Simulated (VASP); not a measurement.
# Pm (Im-3m) in VASP: single point with PBE

Aim: the single point of Pm with PBE.

Everything below comes from runs of VASP 6.6.1. Logs are shortened: lines on timing, memory, paths and dates and some standing lists are left out, and cuts for length are marked.

## 1. The cell of the first run

The structure is cubic, space group Im-3m (No. 229). The conventional cell has a = 3.751 Å, b = 3.751 Å, c = 3.751 Å, α = 90.00°, β = 90.00°, γ = 90.00°. Pm (site symmetry m-3m) has 14 Pm at 3.25 to 3.75 Å within 4.3 Å.

This isn't the form of Pm at room conditions, which is double hcp.

## 2. Single point, PBE

INCAR reads:

```
  PREC = Accurate
  ENCUT = 520
  EDIFF = 1E-6
  ISMEAR = -1
  SIGMA = 0.13605693000000002
  LREAL = False
  LASPH = True
  NELM = 80
  ALGO = Normal
  ISIF = 2
  LWAVE = False
  LCHARG = False
  GGA = PE
  NBANDS = 14
```

KPOINTS reads:

```
regular mesh
0
Gamma
  12 12 12
```

POSCAR reads:

```
Pm
1.0
   -1.8755642746      1.8755642746      1.8755642746
    1.8755642746     -1.8755642746      1.8755642746
    1.8755642746      1.8755642746     -1.8755642746
Pm
1
Direct
    0.0000000000      0.0000000000      0.0000000000
```

Potentials or basis: VASP PAW PBE potentials, release 64 (Pm).

Command:

```console
$ cat potpaw_PBE.64/Pm/POTCAR > POTCAR
$ mpirun -np 1 vasp_std > vasp.out
```

OUTCAR:

```text
PREC = Accurate
   ENCUT = 520
   EDIFF = 1E-6
   ISMEAR = -1
   LREAL = False
   LASPH = True
   NELM = 80
   ISIF = 2
   GGA = PE

 ion  position               nearest neighbor table
   1  0.000  0.000  0.000-

  LATTYP: Found a body centered cubic cell.
 ALAT       =     3.7511285492

  Lattice vectors:

 A1 = (  -1.8755642746,   1.8755642746,   1.8755642746)
 A2 = (   1.8755642746,  -1.8755642746,   1.8755642746)
 A3 = (   1.8755642746,   1.8755642746,  -1.8755642746)

Analysis of symmetry for initial positions (statically):
=====================================================================
 Subroutine PRICEL returns:
 Original cell was already a primitive cell.

 Routine SETGRP: Setting up the symmetry group for a
 body centered cubic supercell.

 Subroutine GETGRP returns: Found 48 space group operations
 (whereof 48 operations were pure point group operations)
 out of a pool of 48 trial point group operations.

The static configuration has the point symmetry O_h .

Analysis of symmetry for dynamics (positions and initial velocities):
=====================================================================
 Subroutine PRICEL returns:
 Original cell was already a primitive cell.

 Routine SETGRP: Setting up the symmetry group for a
 body centered cubic supercell.

 Subroutine GETGRP returns: Found 48 space group operations
 (whereof 48 operations were pure point group operations)
 out of a pool of 48 trial point group operations.

The dynamic configuration has the point symmetry O_h .

 Subroutine INISYM returns: Found 48 space group operations
 (whereof 48 operations are pure point group operations),
 and found     1 'primitive' translations

----------------------------------------------------------------------------------------

                                     Primitive cell

  volume of cell :      26.3910

  direct lattice vectors                    reciprocal lattice vectors
    -1.875564275  1.875564275  1.875564275     0.000000000  0.266586438  0.266586438
     1.875564275 -1.875564275  1.875564275     0.266586438  0.000000000  0.266586438
     1.875564275  1.875564275 -1.875564275     0.266586438  0.266586438  0.000000000

  length of vectors
     3.248572616  3.248572616  3.248572616     0.377010157  0.377010157  0.377010157

  position of ions in fractional coordinates (direct lattice)
     0.000000000  0.000000000  0.000000000

  ion indices of the primitive-cell ions
   primitive index   ion index
                 1           1

----------------------------------------------------------------------------------------

 KPOINTS: regular mesh

Automatic generation of k-mesh.
 Grid dimensions read from file:
 generate k-points for:   12   12   12

 Generating k-lattice:

  Cartesian coordinates                     Fractional coordinates (reciprocal lattice)
     0.000000000  0.022215537  0.022215537     0.083333333  0.000000000  0.000000000
     0.022215537  0.000000000  0.022215537     0.000000000  0.083333333  0.000000000
     0.022215537  0.022215537  0.000000000     0.000000000  0.000000000  0.083333333

  Length of vectors
     0.031417513  0.031417513  0.031417513

  Shift w.r.t. Gamma in fractional coordinates (k-lattice)
     0.000000000  0.000000000  0.000000000

 Subroutine IBZKPT returns following result:
 ===========================================

 Found     72 irreducible k-points:

 Following reciprocal coordinates:
            Coordinates               Weight
  0.000000  0.000000  0.000000      1.000000
  0.083333  0.000000  0.000000     12.000000
  0.166667  0.000000  0.000000     12.000000
  0.250000  0.000000  0.000000     12.000000
  0.333333  0.000000  0.000000     12.000000
  0.416667  0.000000  0.000000     12.000000
[... 16 lines left out ...]
  0.333333  0.083333  0.083333     24.000000
  0.416667  0.083333  0.083333     12.000000
 [... further k-points ...]
   k-points           NKPTS =     72   k-points in BZ     NKDIM =     72   number of bands    NBANDS=     14
   number of dos      NEDOS =    301   number of ions     NIONS =      1
   total plane-waves  NPLWV =  13824
   dimension x,y,z NGX =    24 NGY =   24 NGZ =   24
   dimension x,y,z NGXF=    48 NGYF=   48 NGZF=   48
   ions per type =               1
   NGX,Y,Z   is equivalent  to a cutoff of  12.28, 12.28, 12.28 a.u.
   NGXF,Y,Z  is equivalent  to a cutoff of  24.56, 24.56, 24.56 a.u.
 SYSTEM =  unknown system
   PREC   = accura    normal or accurate (medium, high low for compatibility)
   ISTART =      0    job   : 0-new  1-cont  2-samecut
   ICHARG =      2    charge: 1-file 2-atom 10-const
   ISPIN  =      1    spin polarized calculation?
   LNONCOLLINEAR =      F non collinear calculations
   LSORBIT =      F    spin-orbit coupling
   LASPH  =      T    aspherical Exc in radial PAW
   ENCUT  =  520.0 eV  38.22 Ry    6.18 a.u.   6.04  6.04  6.04*2*pi/ulx,y,z
   NELM   =     80;   NELMIN=  2; NELMDL= -5     # of ELM steps
   EDIFF  = 0.1E-05   stopping-criterion for ELM
   LREAL  =      F    real-space projection
   EDIFFG = 0.1E-04   stopping-criterion for IOM
   NSW    =      0    number of steps for IOM
   IBRION =     -1    ionic relax: 0-MD 1-quasi-New 2-CG
   NFREE  =      0    steps in history (QN), initial steepest desc. (CG)
   ISIF   =      2    stress and relaxation
   ISYM   =      2    0-nonsym 1-usesym 2-fastsym
   POTIM  = 0.5000    time-step for ionic-motion
   TEBEG  =    0.0;   TEEND  =   0.0 temperature during run
   PSTRESS=    0.0 pullay stress
   NELECT =      15.0000    total number of electrons
   NUPDOWN=      -1.0000    fix difference up-down
   EMIN   =  10.00;   EMAX   =-10.00  energy-range for DOS
   EFERMI =   0.00;   METHOD = LEGACY
   ISMEAR =    -1;   SIGMA  =   0.14  broadening in eV -4-tet -1-fermi 0-gaus
   EFERMI_NEDOS =   21; number of points for ismear=-14 and -15
   IALGO  =     38    algorithm
   IMIX   =      4    mixing-type and parameters
     AMIX     =   0.40;   BMIX     =  1.00
     AMIX_MAG =   1.60;   BMIX_MAG =  1.00
  volume/ion in A,a.u.               =      26.39       178.10
  Fermi-wavevector in a.u.,A,eV,Ry     =   1.356084  2.562627 25.020627  1.838964
  Thomas-Fermi vector in A             =   2.483117
   LORBIT       =      0    0 simple, 1 ext, 2 COOP (PROOUT), +10 PAW based schemes
   GGA     = PE    functional components
   LHFCALC =     F    Hartree Fock is set to
   AEXX    =    0.0000 exact exchange contribution
   IVDW    =     0    specifies the selected vdW correction
   LEPSILON=     F    determine dielectric tensor
   LRPA    =     F    only Hartree local field effects (RPA)
 non-spin polarized calculation
  energy-cutoff  :      520.00
  volume of cell :       26.39
 maximum number of plane-waves:       726
   NGX = 13   NGY = 13   NGZ = 13

 number of electron      14.9999998 magnetization

 Free energy of the ion-electron system (eV)
  ---------------------------------------------------
  ext. energy  EPLUGINS =         0.00000000
  ---------------------------------------------------
  free energy    TOTEN  =        -5.15239984 eV

  energy without entropy =       -4.32002772  energy(sigma->0) =       -4.73621378

 E-fermi :   7.9889     XC(G=0): -11.1522

 val. band max:        7.9880182236   @ k =  -0.3333   0.3333   0.2500
 cond. band min:       7.9895648768   @ k =  -0.3333   0.5000   0.1667
 fundamental gap:      0.0015466532
 Fermi energy:         7.9889498611

 k-point     1 :       0.0000    0.0000    0.0000
  band No.  band energies     occupation
      1     -30.2349      2.00000
      2      -9.6005      2.00000
      3      -9.6005      2.00000
      4      -9.6005      2.00000
      5       4.3744      2.00000
      6       7.7944      1.61387
      7       7.7944      1.61387
      8       7.7944      1.61386
      9       8.3629      0.12038
     10       8.3629      0.12038
     11       8.3629      0.12037
     12       8.5590      0.02985
     13      10.3467      0.00000
     14      10.3467      0.00000

 k-point     2 :       0.0833    0.0000    0.0000
  band No.  band energies     occupation
      1     -30.2129      2.00000
      2      -9.7685      2.00000
      3      -9.6474      2.00000
      4      -9.6031      2.00000
      5       4.6738      2.00000
      6       7.7700      1.66661
      7       7.7991      1.60285
      8       7.7996      1.60169
      9       8.3276      0.15321
     10       8.3376      0.14318
     11       8.3499      0.13166
     12       8.5015      0.04517
     13      10.1814      0.00000
     14      10.3497      0.00000

 k-point     3 :       0.1667    0.0000    0.0000
  band No.  band energies     occupation
      1     -30.1521      2.00000
      2     -10.2035      2.00000
      3      -9.7730      2.00000
      4      -9.6104      2.00000
      5       5.4252      2.00000
      6       7.7198      1.75697
      7       7.8124      1.57089
      8       7.8147      1.56513
      9       8.2520      0.25269
     10       8.2523      0.25222
     11       8.3221      0.15907
     12       8.4511      0.06481
     13       9.7697      0.00000
     14      10.2461      0.00000
[... 324 lines left out ...]
 k-point    23 :       0.3333    0.0833    0.0833
  band No.  band energies     occupation
      1     -29.9063      2.00000
      2     -11.5148      2.00000
      3     -10.3164      2.00000
      4      -9.7895      2.00000
      5       6.6442      1.99990
      6       7.7743      1.65780
      7       7.9803      1.03166
      8       8.0927      0.63603
      9       8.1256      0.53622
     10       8.3081      0.17483
     11       8.3318      0.14895
     12       8.3883      0.10087
     13       8.4889      0.04948
     14      11.0182      0.00000

 k-point    24 :       0.4167    0.0833    0.0833
  band No.  band energies     occupation
      1     -29.8850      2.00000
      2     -11.6037      2.00000
      3     -10.3800      2.00000
      4      -9.7964      2.00000
      5       6.5703      1.99994
      6       7.7831      1.63897
      7       7.9898      0.99679
      8       8.1120      0.57615
      9       8.2463      0.26222
     10       8.2575      0.24402
     11       8.3199      0.16148
     12       8.3250      0.15598
     13       8.3850      0.10325
     14      11.6438      0.00000

 [... further k-points ...]

------------------------ aborting loop because EDIFF is reached ----------------------------------------

  FORCE on cell =-STRESS in cart. coord.  units (eV):
  Direction    XX          YY          ZZ          XY          YZ          ZX
  --------------------------------------------------------------------------------------
  -------------------------------------------------------------------------------------
  Total        0.0410068      0.0410068      0.0410068     -0.0000000      0.0000000     -0.0000000
  in kB        2.4894928      2.4894928      2.4894928     -0.0000000      0.0000000     -0.0000000
  external PRESSURE =       2.4894928 kB  Pullay stress =       0.0000000 kB

 VOLUME and BASIS-vectors are now :
 -----------------------------------------------------------------------------
  energy-cutoff  :      520.00
  volume of cell :       26.39
      direct lattice vectors                 reciprocal lattice vectors
    -1.875564275  1.875564275  1.875564275     0.000000000  0.266586438  0.266586438
     1.875564275 -1.875564275  1.875564275     0.266586438  0.000000000  0.266586438
     1.875564275  1.875564275 -1.875564275     0.266586438  0.266586438  0.000000000

 POSITION                                       TOTAL-FORCE (eV/Angst)
 -----------------------------------------------------------------------------------
      0.00000      0.00000      0.00000         0.000000      0.000000     -0.000000
 -----------------------------------------------------------------------------------
    total drift:                                0.000000      0.000000      0.000000

  FREE ENERGIE OF THE ION-ELECTRON SYSTEM (eV)
  ---------------------------------------------------
  free  energy   TOTEN  =        -5.1523998414 eV

  energy  without entropy=       -4.3200277243  energy(sigma->0) =       -4.73621378
```

It took 1.9 min on 1 thread of Intel Xeon 8259CL, shared host; peak memory 0.17 GiB.

Results:

- Free energy: -5.1524 eV
- Pressure: 0.2 GPa
- Band gap on the k mesh: zero (an odd number of electrons rules out a gap without spin polarisation)

Levels at points of the mesh, in eV from the Fermi level:
```
           k point  band 4  band 5  band 6  band 7  band 8  band 9  band 10  band 11
(0.00, 0.00, 0.00)  -17.59   -3.61   -0.19   -0.19   -0.19    0.37     0.37     0.37
(0.50, 0.00, 0.00)  -17.63   -2.02   -0.16   -0.02    0.09    0.10     0.27     0.34
(0.50, 0.50, 0.50)  -19.00   -2.24   -2.24   -0.09    0.09    0.09     0.09     0.43
```

Caveat: spin-orbit coupling is left out, which moves the levels of the heavy elements; semilocal functionals describe open f shells poorly, which spoils levels, moments and volumes. Spin polarisation is off, so any magnetic state and its effect on volume and gap are missing.
